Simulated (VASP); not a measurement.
# Sr2Be4Ru (I4/mmm) in VASP: single point with r2SCAN

Aim: the single point of Sr2Be4Ru with r2SCAN.

Program: VASP 6.6.1. These are calculated values, not measurements. Logs are shortened: lines on timing, memory, paths and dates and some standing lists are left out, and cuts for length are marked.

## Step 1: The cell of the first run

The structure is tetragonal, space group I4/mmm (No. 139). The conventional cell has a = 3.873 Å, b = 3.873 Å, c = 12.709 Å, α = 90.00°, β = 90.00°, γ = 90.00°. Within 3.4 Å of Sr (site symmetry 4mm) lie 9 Be at 2.42 to 2.75 Å and 4 Ru at 3.31 Å. Ru (site symmetry 4/mmm) has 6 Be at 1.94 to 2.07 Å within 2.6 Å. Within 2.9 Å of Be (site symmetry mmm) lie 2 Ru at 1.94 Å and 4 Sr at 2.68 Å and 8 Be at 2.74 to 2.84 Å. Be (site symmetry 4mm) has 1 Ru at 2.07 Å and 5 Sr at 2.42 to 2.75 Å and 4 Be at 2.84 Å within 2.9 Å.

## Step 2: Single point, r2SCAN

File POSCAR:

```
Sr2Be4Ru
1.0
    0.0000000000      3.8730557500      0.0000000000
    3.8730557500      0.0000000000      0.0000000000
    1.9365278800      1.9365278800     -6.3543726000
Sr Ru Be
2 1 4
Direct
    0.3538000000      0.3538000000      0.2924000000
    0.6462000000      0.6462000000      0.7076000000
    0.0000000000      0.0000000000      0.0000000000
    0.5000000000      0.0000000000      0.0000000000
    0.0000000000      0.5000000000      0.0000000000
    0.1630000000      0.1630000000      0.6740000000
    0.8370000000      0.8370000000      0.3260000000
```

File INCAR.step1:

```
SYSTEM = Sr2Be4Ru
ALGO = Normal ; EDIFF = 1E-4
ENCUT = 520 ; GGA = PE
ISMEAR = 0 ; LASPH = .True.
LCHARG = .False. ; LREAL = .False.
LWAVE = .True. ; NBANDS = 30
NELM = 60 ; PREC = Accurate
SIGMA = 0.0386
```

File INCAR.step2:

```
SYSTEM = Sr2Be4Ru
ALGO = Normal ; EDIFF = 1E-6
ENCUT = 520 ; ISIF = 2
ISMEAR = 0 ; ISTART = 1
LASPH = .True. ; LCHARG = .True.
LELF = .True. ; LMIXTAU = .True.
LREAL = .False. ; LVHAR = .True.
LWAVE = .False. ; METAGGA = R2SCAN
NBANDS = 30 ; NELM = 60
PREC = Accurate ; SIGMA = 0.0386
```

File KPOINTS:

```
k-points
0
Gamma
  9 9 9
  0 0 0
```

Potentials or basis: VASP PAW PBE potentials, release 64 (Sr_sv, Ru_pv, Be).

On the command line:

```bash
> cat potpaw_PBE.64/Sr_sv/POTCAR potpaw_PBE.64/Ru_pv/POTCAR potpaw_PBE.64/Be/POTCAR > POTCAR
> cp INCAR.step1 INCAR
> mpirun -np 1 vasp_std > vasp.out
> cp INCAR.step2 INCAR
> mpirun -np 1 vasp_std > vasp.out
```

OUTCAR:

```text
SYSTEM = Sr2Be4Ru
   EDIFF = 1E-6
   ENCUT = 520
   ISIF = 2
   ISMEAR = 0
   ISTART = 1
   LASPH = .True.
   LREAL = .False.
   METAGGA = R2SCAN
   NELM = 60
   PREC = Accurate

 ion  position               nearest neighbor table
   1  0.354  0.354  0.292-   6 2.42   4 2.68   5 2.68   5 2.68   4 2.68   7 2.75   7 2.75   7 2.75
                             7 2.75   3 3.31   3 3.31   3 3.31   3 3.31   2 3.72   2 3.80   2 3.80
   2  0.646  0.646  0.708-   7 2.42   4 2.68   5 2.68   5 2.68   4 2.68   6 2.75   6 2.75   6 2.75
                             6 2.75   3 3.31   3 3.31   3 3.31   3 3.31   1 3.72   1 3.80   1 3.80
   3  0.000  0.000  0.000-   4 1.94   5 1.94   5 1.94   4 1.94   6 2.07   7 2.07   2 3.31   1 3.31
                             2 3.31   1 3.31   2 3.31   1 3.31   2 3.31   1 3.31
   4  0.500  0.000  0.000-   3 1.94   3 1.94   1 2.68   2 2.68   2 2.68   1 2.68
   5  0.000  0.500  0.000-   3 1.94   3 1.94   2 2.68   1 2.68   2 2.68   1 2.68
   6  0.163  0.163  0.674-   3 2.07   1 2.42   2 2.75   2 2.75   2 2.75   2 2.75
   7  0.837  0.837  0.326-   3 2.07   2 2.42   1 2.75   1 2.75   1 2.75   1 2.75

  LATTYP: Found a body centered tetragonal cell.
 ALAT       =     3.8730557500
 C/A-ratio  =     3.2813225578

  Lattice vectors:

 A1 = (  -1.9365278800,   1.9365278700,   6.3543726000)
 A2 = (   1.9365278700,  -1.9365278800,   6.3543726000)
 A3 = (   1.9365278800,   1.9365278800,  -6.3543726000)

Analysis of symmetry for initial positions (statically):
=====================================================================
 Subroutine PRICEL returns:
 Original cell was already a primitive cell.

 Routine SETGRP: Setting up the symmetry group for a
 body centered tetragonal supercell.

 Subroutine GETGRP returns: Found 16 space group operations
 (whereof 16 operations were pure point group operations)
 out of a pool of 16 trial point group operations.

The static configuration has the point symmetry D_4h.

Analysis of symmetry for dynamics (positions and initial velocities):
=====================================================================
 Subroutine PRICEL returns:
 Original cell was already a primitive cell.

 Routine SETGRP: Setting up the symmetry group for a
 body centered tetragonal supercell.

 Subroutine GETGRP returns: Found 16 space group operations
 (whereof 16 operations were pure point group operations)
 out of a pool of 16 trial point group operations.

The dynamic configuration has the point symmetry D_4h.

 Subroutine INISYM returns: Found 16 space group operations
 (whereof 16 operations are pure point group operations),
 and found     1 'primitive' translations

----------------------------------------------------------------------------------------

                                     Primitive cell

  volume of cell :      95.3192

  direct lattice vectors                    reciprocal lattice vectors
     0.000000000  3.873055750  0.000000000     0.000000000  0.258194063  0.078685975
     3.873055750  0.000000000  0.000000000     0.258194063  0.000000000  0.078685975
     1.936527880  1.936527880 -6.354372600     0.000000000  0.000000000 -0.157371949

  length of vectors
     3.873055750  3.873055750  6.919416999     0.269917870  0.269917870  0.157371949

  position of ions in fractional coordinates (direct lattice)
     0.353800000  0.353800000  0.292400000
     0.646200000  0.646200000  0.707600000
     0.000000000  0.000000000  0.000000000
     0.500000000  0.000000000  0.000000000
     0.000000000  0.500000000  0.000000000
     0.163000000  0.163000000  0.674000000
     0.837000000  0.837000000  0.326000000

  ion indices of the primitive-cell ions
   primitive index   ion index
                 1           1
                 2           2
                 3           3
                 4           4
                 5           5
                 6           6
                 7           7

----------------------------------------------------------------------------------------

 KPOINTS: k-points

Automatic generation of k-mesh.
 Grid dimensions read from file:
 generate k-points for:    9    9    9

 Generating k-lattice:

  Cartesian coordinates                     Fractional coordinates (reciprocal lattice)
     0.000000000  0.028688229  0.008742886     0.111111111  0.000000000  0.000000000
     0.028688229  0.000000000  0.008742886     0.000000000  0.111111111  0.000000000
     0.000000000  0.000000000 -0.017485772     0.000000000  0.000000000  0.111111111

  Length of vectors
     0.029990874  0.029990874  0.017485772

  Shift w.r.t. Gamma in fractional coordinates (k-lattice)
     0.000000000  0.000000000  0.000000000

 Subroutine IBZKPT returns following result:
 ===========================================

 Found     75 irreducible k-points:

 Following reciprocal coordinates:
            Coordinates               Weight
  0.000000  0.000000  0.000000      1.000000
  0.111111  0.000000  0.000000      8.000000
  0.222222  0.000000 -0.000000      8.000000
  0.333333  0.000000 -0.000000      8.000000
  0.444444  0.000000 -0.000000      8.000000
  0.111111  0.111111  0.000000      8.000000
[... 16 lines left out ...]
 -0.333333  0.333333  0.000000      4.000000
  0.444444  0.444444 -0.000000      8.000000
 [... further k-points ...]
   k-points           NKPTS =     75   k-points in BZ     NKDIM =     75   number of bands    NBANDS=     30
   number of dos      NEDOS =    301   number of ions     NIONS =      7
   total plane-waves  NPLWV =  48600
   dimension x,y,z NGX =    30 NGY =   30 NGZ =   54
   dimension x,y,z NGXF=    60 NGYF=   60 NGZF=  108
   ions per type =               2   1   4
   NGX,Y,Z   is equivalent  to a cutoff of  12.88, 12.88, 12.97 a.u.
   NGXF,Y,Z  is equivalent  to a cutoff of  25.75, 25.75, 25.95 a.u.
 SYSTEM =  Sr2Be4Ru
   PREC   = accura    normal or accurate (medium, high low for compatibility)
   ISTART =      1    job   : 0-new  1-cont  2-samecut
   ICHARG =      0    charge: 1-file 2-atom 10-const
   ISPIN  =      1    spin polarized calculation?
   LNONCOLLINEAR =      F non collinear calculations
   LSORBIT =      F    spin-orbit coupling
   LASPH  =      T    aspherical Exc in radial PAW
   ENCUT  =  520.0 eV  38.22 Ry    6.18 a.u.   7.20  7.20 12.87*2*pi/ulx,y,z
   NELM   =     60;   NELMIN=  2; NELMDL=  0     # of ELM steps
   EDIFF  = 0.1E-05   stopping-criterion for ELM
   LREAL  =      F    real-space projection
   EDIFFG = 0.1E-04   stopping-criterion for IOM
   NSW    =      0    number of steps for IOM
   IBRION =     -1    ionic relax: 0-MD 1-quasi-New 2-CG
   NFREE  =      0    steps in history (QN), initial steepest desc. (CG)
   ISIF   =      2    stress and relaxation
   ISYM   =      2    0-nonsym 1-usesym 2-fastsym
   POTIM  = 0.5000    time-step for ionic-motion
   TEBEG  =    0.0;   TEEND  =   0.0 temperature during run
   PSTRESS=    0.0 pullay stress
   NELECT =      42.0000    total number of electrons
   NUPDOWN=      -1.0000    fix difference up-down
   EMIN   =  10.00;   EMAX   =-10.00  energy-range for DOS
   EFERMI =   0.00;   METHOD = LEGACY
   ISMEAR =     0;   SIGMA  =   0.04  broadening in eV -4-tet -1-fermi 0-gaus
   EFERMI_NEDOS =   21; number of points for ismear=-14 and -15
   IALGO  =     38    algorithm
   IMIX   =      4    mixing-type and parameters
     AMIX     =   0.40;   BMIX     =  1.00
     AMIX_MAG =   1.60;   BMIX_MAG =  1.00
  volume/ion in A,a.u.               =      13.62        91.89
  Fermi-wavevector in a.u.,A,eV,Ry     =   1.245751  2.354128 21.114817  1.551895
  Thomas-Fermi vector in A             =   2.379959
   LORBIT       =      0    0 simple, 1 ext, 2 COOP (PROOUT), +10 PAW based schemes
   METAGGA = R2SCAN    functional components
   LHFCALC =     F    Hartree Fock is set to
   AEXX    =    0.0000 exact exchange contribution
   IVDW    =     0    specifies the selected vdW correction
   LEPSILON=     F    determine dielectric tensor
   LRPA    =     F    only Hartree local field effects (RPA)
 non-spin polarized calculation
 Gauss-broadening in eV      SIGMA  =   0.04
  energy-cutoff  :      520.00
  volume of cell :       95.32
 maximum number of plane-waves:      2593
 NGX is ok and might be reduce to    30
   NGX = 15   NGY = 15   NGZ = 25

 number of electron      41.9999993 magnetization

 Free energy of the ion-electron system (eV)
  ---------------------------------------------------
  ext. energy  EPLUGINS =         0.00000000
  ---------------------------------------------------
  free energy    TOTEN  =       -64.42333150 eV

  energy without entropy =      -64.41906886  energy(sigma->0) =      -64.42120018

 E-fermi :   5.8324     XC(G=0): -11.5350

 val. band max:        5.8291622663   @ k =  -0.1111  -0.1111   0.2222
 cond. band min:       5.8392238389   @ k =   0.1111   0.0000   0.0000
 fundamental gap:      0.0100615726
 Fermi energy:         5.8323558385

 k-point     1 :       0.0000    0.0000    0.0000
  band No.  band energies     occupation
      1     -37.7728      2.00000
      2     -37.7728      2.00000
      3     -37.5956      2.00000
      4     -29.2593      2.00000
      5     -29.1742      2.00000
      6     -11.5412      2.00000
[... 22 lines left out ...]
     29      10.5641      0.00000
     30      11.9722      0.00000

 k-point     2 :       0.1111    0.0000    0.0000
  band No.  band energies     occupation
      1     -37.7726      2.00000
      2     -37.7707      2.00000
      3     -37.5954      2.00000
      4     -29.2539      2.00000
      5     -29.1739      2.00000
      6     -11.5190      2.00000
[... 22 lines left out ...]
     29      11.2262      0.00000
     30      12.6483      0.00000

 k-point     3 :       0.2222    0.0000   -0.0000
  band No.  band energies     occupation
      1     -37.7722      2.00000
      2     -37.7653      2.00000
      3     -37.5948      2.00000
      4     -29.2395      2.00000
      5     -29.1740      2.00000
      6     -11.4647      2.00000
[... 682 lines left out ...]
     29      12.6732      0.00000
     30      12.9595      0.00000

 k-point    24 :       0.4444    0.4444   -0.0000
  band No.  band energies     occupation
      1     -37.7532      2.00000
      2     -37.7532      2.00000
      3     -37.5920      2.00000
      4     -29.1797      2.00000
      5     -29.1609      2.00000
      6     -11.2589      2.00000
[... 22 lines left out ...]
     29      12.0724      0.00000
     30      13.1681      0.00000

 [... further k-points ...]

------------------------ aborting loop because EDIFF is reached ----------------------------------------

  FORCE on cell =-STRESS in cart. coord.  units (eV):
  Direction    XX          YY          ZZ          XY          YZ          ZX
  --------------------------------------------------------------------------------------
  -------------------------------------------------------------------------------------
  Total       30.3532004     30.3532004     31.7800757      0.0000000     -0.0000000     -0.0000000
  in kB      510.1934727    510.1934727    534.1771869      0.0000000     -0.0000004     -0.0000004
  external PRESSURE =     518.1880441 kB  Pullay stress =       0.0000000 kB

 VOLUME and BASIS-vectors are now :
 -----------------------------------------------------------------------------
  energy-cutoff  :      520.00
  volume of cell :       95.32
      direct lattice vectors                 reciprocal lattice vectors
     0.000000000  3.873055750  0.000000000     0.000000000  0.258194063  0.078685975
     3.873055750  0.000000000  0.000000000     0.258194063  0.000000000  0.078685975
     1.936527880  1.936527880 -6.354372600     0.000000000  0.000000000 -0.157371949

 POSITION                                       TOTAL-FORCE (eV/Angst)
 -----------------------------------------------------------------------------------
      1.93653      1.93653     -1.85802        -0.000000     -0.000000      0.472763
      3.87306      3.87306     -4.49635         0.000000      0.000000     -0.472763
      0.00000      0.00000      0.00000         0.000000      0.000000      0.000000
      0.00000      1.93653      0.00000         0.000000     -0.000000      0.000000
      1.93653      0.00000      0.00000         0.000000      0.000000      0.000000
      1.93653      1.93653     -4.28285         0.000000      0.000000     -1.145546
      3.87306      3.87306     -2.07153        -0.000000     -0.000000      1.145546
 -----------------------------------------------------------------------------------
    total drift:                                0.000000      0.000000     -0.000000

  FREE ENERGIE OF THE ION-ELECTRON SYSTEM (eV)
  ---------------------------------------------------
  free  energy   TOTEN  =       -64.4233314967 eV

  energy  without entropy=      -64.4190688649  energy(sigma->0) =      -64.42120018
```

It took 14 min on 1 thread of Intel Xeon Platinum 8259CL at 2.50GHz (Skylake/Cascade Lake), shared host; peak memory 0.37 GiB.

Results:

* Free energy: -64.4233 eV
* Pressure: 51.8 GPa
* Largest force: 1.146 eV/Å
* Band gap on the k mesh: zero (bands 21 and 22 overlap by 0.73 eV)

Forces in eV/Å, atoms in the order of the input:
```
Sr   0.000  0.000  0.473
Sr   0.000  0.000 -0.473
Ru   0.000  0.000  0.000
Be   0.000  0.000  0.000
Be   0.000  0.000  0.000
Be   0.000  0.000 -1.146
Be   0.000  0.000  1.146
```

Stress tensor (GPa, compression positive):
```
51.02  0.00  0.00
 0.00 51.02  0.00
 0.00  0.00 53.42
```

Levels at points of the mesh, in eV from the Fermi level:
```csv
k point,band 18,band 19,band 20,band 21,band 22,band 23,band 24,band 25
"(0.00, 0.00, 0.00)",-2.07,-1.46,0.15,0.15,0.22,1.77,2.60,2.60
```

Caveat: the cell stands under pressure; the PAW data sets were made with another functional, which shifts forces and pressure a little.
